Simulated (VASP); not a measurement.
# BaCr (Fm-3m) in VASP: notebook

Runs on BaCr. Level: PBE. Tasks: single point, relaxation of cell and atoms.

Program: VASP 6.6.1. These are calculated values, not measurements. Logs are shortened: lines on timing, memory, paths and dates and some standing lists are left out, and cuts for length are marked.

## Step 1: The cell of the first run

The structure is cubic, space group Fm-3m (No. 225). Conventional cell: a = 5.854 Å, b = 5.854 Å, c = 5.854 Å, α = 90.00°, β = 90.00°, γ = 90.00°. Ba (site symmetry m-3m) has 6 Cr at 2.93 Å within 3.9 Å. Within 3.9 Å of Cr (site symmetry m-3m) lie 6 Ba at 2.93 Å.

## Step 2: Single point, PBE, collinear spin, ferromagnetic start

INCAR

```
  ALGO = Fast
  EDIFF = 1E-6
  ENCUT = 520
  GGA = PE
  ISIF = 2
  ISMEAR = 0
  ISPIN = 2
  LASPH = True
  LCHARG = True
  LELF = True
  LMAXMIX = 4
  LORBIT = 11
  LREAL = False
  LVHAR = True
  LWAVE = False
  MAGMOM = 0 3
  NBANDS = 22
  NELM = 150
  PREC = Accurate
  SIGMA = 0.1
```

KPOINTS

```
k-points
0
Gamma
  6 6 6
```

POSCAR

```
BaCr
1.0
    0.0000000000      2.9269485438      2.9269485438
    2.9269485438      0.0000000000      2.9269485438
    2.9269485438      2.9269485438      0.0000000000
Ba Cr
1 1
Direct
    0.0000000000      0.0000000000      0.0000000000
    0.5000000000      0.5000000000      0.5000000000
```

Potentials or basis: VASP PAW PBE potentials, release 64 (Ba_sv, Cr_pv).

On the command line:

```
cat potpaw_PBE.64/Ba_sv/POTCAR potpaw_PBE.64/Cr_pv/POTCAR > POTCAR
mpirun -np 1 vasp_std > vasp.out
```

OUTCAR:

```text
EDIFF = 1E-6
   ENCUT = 520
   GGA = PE
   ISIF = 2
   ISMEAR = 0
   ISPIN = 2
   LASPH = True
   LORBIT = 11
   LREAL = False
   NELM = 150
   PREC = Accurate

 ion  position               nearest neighbor table
   1  0.000  0.000  0.000-   2 2.93   2 2.93   2 2.93   2 2.93   2 2.93   2 2.93
   2  0.500  0.500  0.500-   1 2.93   1 2.93   1 2.93   1 2.93   1 2.93   1 2.93

  LATTYP: Found a face centered cubic cell.
 ALAT       =     5.8538970876

  Lattice vectors:

 A1 = (   0.0000000000,   2.9269485438,   2.9269485438)
 A2 = (   2.9269485438,   0.0000000000,   2.9269485438)
 A3 = (   2.9269485438,   2.9269485438,   0.0000000000)

Analysis of symmetry for initial positions (statically):
=====================================================================
 Subroutine PRICEL returns:
 Original cell was already a primitive cell.

 Routine SETGRP: Setting up the symmetry group for a
 face centered cubic supercell.

 Subroutine GETGRP returns: Found 48 space group operations
 (whereof 48 operations were pure point group operations)
 out of a pool of 48 trial point group operations.

The static configuration has the point symmetry O_h .

Analysis of symmetry for dynamics (positions and initial velocities):
=====================================================================
 Subroutine PRICEL returns:
 Original cell was already a primitive cell.

 Routine SETGRP: Setting up the symmetry group for a
 face centered cubic supercell.

 Subroutine GETGRP returns: Found 48 space group operations
 (whereof 48 operations were pure point group operations)
 out of a pool of 48 trial point group operations.

The dynamic configuration has the point symmetry O_h .

Analysis of structural, dynamic, and magnetic symmetry:
=====================================================================
 Subroutine PRICEL returns:
 Original cell was already a primitive cell.

 Routine SETGRP: Setting up the symmetry group for a
 face centered cubic supercell.

 Subroutine GETGRP returns: Found 48 space group operations
 (whereof 48 operations were pure point group operations)
 out of a pool of 48 trial point group operations.

The overall configuration has the point symmetry O_h .

 Subroutine INISYM returns: Found 48 space group operations
 (whereof 48 operations are pure point group operations),
 and found     1 'primitive' translations

----------------------------------------------------------------------------------------

                                     Primitive cell

  volume of cell :      50.1505

  direct lattice vectors                    reciprocal lattice vectors
     0.000000000  2.926948544  2.926948544    -0.170826372  0.170826372  0.170826372
     2.926948544  0.000000000  2.926948544     0.170826372 -0.170826372  0.170826372
     2.926948544  2.926948544  0.000000000     0.170826372  0.170826372 -0.170826372

  length of vectors
     4.139330327  4.139330327  4.139330327     0.295879955  0.295879955  0.295879955

  position of ions in fractional coordinates (direct lattice)
     0.000000000  0.000000000  0.000000000
     0.500000000  0.500000000  0.500000000

  ion indices of the primitive-cell ions
   primitive index   ion index
                 1           1
                 2           2

----------------------------------------------------------------------------------------

 KPOINTS: k-points

Automatic generation of k-mesh.
 Grid dimensions read from file:
 generate k-points for:    6    6    6

 Generating k-lattice:

  Cartesian coordinates                     Fractional coordinates (reciprocal lattice)
    -0.028471062  0.028471062  0.028471062     0.166666667  0.000000000  0.000000000
     0.028471062 -0.028471062  0.028471062     0.000000000  0.166666667  0.000000000
     0.028471062  0.028471062 -0.028471062     0.000000000  0.000000000  0.166666667

  Length of vectors
     0.049313326  0.049313326  0.049313326

  Shift w.r.t. Gamma in fractional coordinates (k-lattice)
     0.000000000  0.000000000  0.000000000

 Subroutine IBZKPT returns following result:
 ===========================================

 Found     16 irreducible k-points:

 Following reciprocal coordinates:
            Coordinates               Weight
  0.000000  0.000000  0.000000      1.000000
  0.166667  0.000000  0.000000      8.000000
  0.333333  0.000000  0.000000      8.000000
  0.500000  0.000000  0.000000      4.000000
  0.166667  0.166667  0.000000      6.000000
  0.333333  0.166667  0.000000     24.000000
[... 8 lines left out ...]
 -0.333333  0.333333  0.166667     24.000000
 -0.333333  0.500000  0.166667     12.000000
   k-points           NKPTS =     16   k-points in BZ     NKDIM =     16   number of bands    NBANDS=     22
   number of dos      NEDOS =    301   number of ions     NIONS =      2
   total plane-waves  NPLWV =  32768
   dimension x,y,z NGX =    32 NGY =   32 NGZ =   32
   dimension x,y,z NGXF=    64 NGYF=   64 NGZF=   64
   ions per type =               1   1
   NGX,Y,Z   is equivalent  to a cutoff of  12.85, 12.85, 12.85 a.u.
   NGXF,Y,Z  is equivalent  to a cutoff of  25.70, 25.70, 25.70 a.u.
 SYSTEM =  unknown system
   PREC   = accura    normal or accurate (medium, high low for compatibility)
   ISTART =      0    job   : 0-new  1-cont  2-samecut
   ICHARG =      2    charge: 1-file 2-atom 10-const
   ISPIN  =      2    spin polarized calculation?
   LNONCOLLINEAR =      F non collinear calculations
   LSORBIT =      F    spin-orbit coupling
   LASPH  =      T    aspherical Exc in radial PAW
   ENCUT  =  520.0 eV  38.22 Ry    6.18 a.u.   7.70  7.70  7.70*2*pi/ulx,y,z
   NELM   =    150;   NELMIN=  2; NELMDL= -5     # of ELM steps
   EDIFF  = 0.1E-05   stopping-criterion for ELM
   LREAL  =      F    real-space projection
   EDIFFG = 0.1E-04   stopping-criterion for IOM
   NSW    =      0    number of steps for IOM
   IBRION =     -1    ionic relax: 0-MD 1-quasi-New 2-CG
   NFREE  =      0    steps in history (QN), initial steepest desc. (CG)
   ISIF   =      2    stress and relaxation
   ISYM   =      2    0-nonsym 1-usesym 2-fastsym
   POTIM  = 0.5000    time-step for ionic-motion
   TEBEG  =    0.0;   TEEND  =   0.0 temperature during run
   PSTRESS=    0.0 pullay stress
   NELECT =      22.0000    total number of electrons
   NUPDOWN=      -1.0000    fix difference up-down
   EMIN   =  10.00;   EMAX   =-10.00  energy-range for DOS
   EFERMI =   0.00;   METHOD = LEGACY
   ISMEAR =     0;   SIGMA  =   0.10  broadening in eV -4-tet -1-fermi 0-gaus
   EFERMI_NEDOS =   21; number of points for ismear=-14 and -15
   IALGO  =     68    algorithm
   IMIX   =      4    mixing-type and parameters
     AMIX     =   0.40;   BMIX     =  1.00
     AMIX_MAG =   1.60;   BMIX_MAG =  1.00
  volume/ion in A,a.u.               =      25.08       169.22
  Fermi-wavevector in a.u.,A,eV,Ry     =   1.243915  2.350658 21.052622  1.547324
  Thomas-Fermi vector in A             =   2.378205
   LORBIT       =     11    0 simple, 1 ext, 2 COOP (PROOUT), +10 PAW based schemes
   GGA     = PE    functional components
   LHFCALC =     F    Hartree Fock is set to
   AEXX    =    0.0000 exact exchange contribution
   IVDW    =     0    specifies the selected vdW correction
   LEPSILON=     F    determine dielectric tensor
   LRPA    =     F    only Hartree local field effects (RPA)
 spin polarized calculation
 RMM-DIIS sequential band-by-band and
 Gauss-broadening in eV      SIGMA  =   0.10
  energy-cutoff  :      520.00
  volume of cell :       50.15
 maximum number of plane-waves:      1363
   NGX = 15   NGY = 15   NGZ = 15

 number of electron      21.9999998 magnetization       4.1972392

 Free energy of the ion-electron system (eV)
  ---------------------------------------------------
  ext. energy  EPLUGINS =         0.00000000
  ---------------------------------------------------
  free energy    TOTEN  =        -8.02010831 eV

  energy without entropy =       -8.01433342  energy(sigma->0) =       -8.01722087

 E-fermi :   5.1239     XC(G=0): -10.2547

 val. band max:        5.0494099952   @ k =   0.1667   0.0000   0.0000
 cond. band min:       5.1713593693   @ k =   0.0000   0.0000   0.0000
 fundamental gap:      0.1219493742
 Fermi energy:         5.1238903696

 spin component 1

 k-point     1 :       0.0000    0.0000    0.0000
  band No.  band energies     occupation
      1     -38.8635      1.00000
      2     -38.8635      1.00000
      3     -38.8635      1.00000
      4     -22.5324      1.00000
      5      -7.4505      1.00000
      6      -7.4505      1.00000
[... 14 lines left out ...]
     21      12.1268      0.00000
     22      12.1268      0.00000
[... 351 lines left out ...]
 k-point    16 :      -0.3333    0.5000    0.1667
  band No.  band energies     occupation
      1     -38.8671      1.00000
      2     -38.8659      1.00000
      3     -38.8655      1.00000
      4     -22.3597      1.00000
      5      -8.3408      1.00000
      6      -8.0261      1.00000
[... 14 lines left out ...]
     21      13.5952      0.00000
     22      16.2867      0.00000
 Fermi energy:         5.1238903696

 spin component 2

 k-point     1 :       0.0000    0.0000    0.0000
  band No.  band energies     occupation
      1     -35.2705      1.00000
      2     -35.2705      1.00000
      3     -35.2705      1.00000
      4     -22.4768      1.00000
      5      -7.3845      1.00000
      6      -7.3845      1.00000
[... 14 lines left out ...]
     21      13.5418      0.00000
     22      13.5418      0.00000
[... 352 lines left out ...]
  band No.  band energies     occupation
      1     -35.2753      1.00000
      2     -35.2737      1.00000
      3     -35.2733      1.00000
      4     -22.3073      1.00000
      5      -8.2554      1.00000
      6      -7.9430      1.00000
[... 14 lines left out ...]
     21      16.3854      0.00000
     22      17.0927      0.00000

------------------------ aborting loop because EDIFF is reached ----------------------------------------

  FORCE on cell =-STRESS in cart. coord.  units (eV):
  Direction    XX          YY          ZZ          XY          YZ          ZX
  --------------------------------------------------------------------------------------
  -------------------------------------------------------------------------------------
  Total        5.1045123      5.1045123      5.1045123      0.0000000     -0.0000000      0.0000000
  in kB      163.0758220    163.0758220    163.0758220      0.0000000     -0.0000000      0.0000000
  external PRESSURE =     163.0758220 kB  Pullay stress =       0.0000000 kB

 VOLUME and BASIS-vectors are now :
 -----------------------------------------------------------------------------
  energy-cutoff  :      520.00
  volume of cell :       50.15
      direct lattice vectors                 reciprocal lattice vectors
     0.000000000  2.926948544  2.926948544    -0.170826372  0.170826372  0.170826372
     2.926948544  0.000000000  2.926948544     0.170826372 -0.170826372  0.170826372
     2.926948544  2.926948544  0.000000000     0.170826372  0.170826372 -0.170826372

 POSITION                                       TOTAL-FORCE (eV/Angst)
 -----------------------------------------------------------------------------------
      0.00000      0.00000      0.00000        -0.000000     -0.000000     -0.000000
      2.92695      2.92695      2.92695         0.000000      0.000000      0.000000
 -----------------------------------------------------------------------------------
    total drift:                                0.000000     -0.000000      0.000000

  FREE ENERGIE OF THE ION-ELECTRON SYSTEM (eV)
  ---------------------------------------------------
  free  energy   TOTEN  =        -8.0201083096 eV

  energy  without entropy=       -8.0143334238  energy(sigma->0) =       -8.01722087

 total charge

# of ion       s       p       d       tot
------------------------------------------
    1        2.088   5.457   0.792   8.337
    2        0.399   6.072   4.291  10.762
--------------------------------------------------
tot          2.488  11.529   5.082  19.099

 magnetization (x)

# of ion       s       p       d       tot
------------------------------------------
    1        0.008   0.034   0.060   0.102
    2        0.085   0.025   3.629   3.739
--------------------------------------------------
tot          0.092   0.059   3.690   3.841
```

Wall time 61 s (1 thread of Intel Xeon 8259CL, shared host); peak memory 0.22 GiB.

What came out:

* Free energy: -8.0201 eV
* Pressure: 16.3 GPa
* Net moment: 4.20 μB per cell
* Site moments: Ba +0.10; Cr +3.74 μB
* Valence electrons inside the program's atomic spheres: Ba 8.34; Cr 10.76

Levels at points of the mesh, in eV from the Fermi level:
Spin up:
```
           k point  band 9  band 10  band 11  band 12  band 13  band 14  band 15  band 16  band 17  band 18
(0.00, 0.00, 0.00)   -2.49    -2.49    -2.31    -2.31    -2.31     3.96     3.96     3.96     6.09     6.09
(0.50, 0.00, 0.00)   -1.54    -1.36    -1.36    -1.01    -1.01     0.83     0.83     1.07     5.58     5.58
(0.50, 0.50, 0.00)   -2.74    -2.08    -1.59    -1.11    -1.11     2.50     2.62     5.38     5.38     6.29
```
Spin down:
| k point | band 5 | band 6 | band 7 | band 8 | band 9 | band 10 | band 11 | band 12 | band 13 | band 14 |
| --- | --- | --- | --- | --- | --- | --- | --- | --- | --- | --- |
| (0.00, 0.00, 0.00) | -12.51 | -12.51 | -12.51 | -3.42 | -0.39 | -0.39 | -0.39 | 0.05 | 0.05 | 5.35 |
| (0.50, 0.00, 0.00) | -13.69 | -12.74 | -12.74 | -1.47 | 0.79 | 1.44 | 1.44 | 1.57 | 1.57 | 2.39 |
| (0.50, 0.50, 0.00) | -13.52 | -12.89 | -12.89 | -2.11 | -1.57 | 0.79 | 1.59 | 2.02 | 2.02 | 2.77 |

Caveat: the cell stands under pressure; spin-orbit coupling is left out, which moves the levels of the heavy elements.

(Continued in part 2 of 2.)
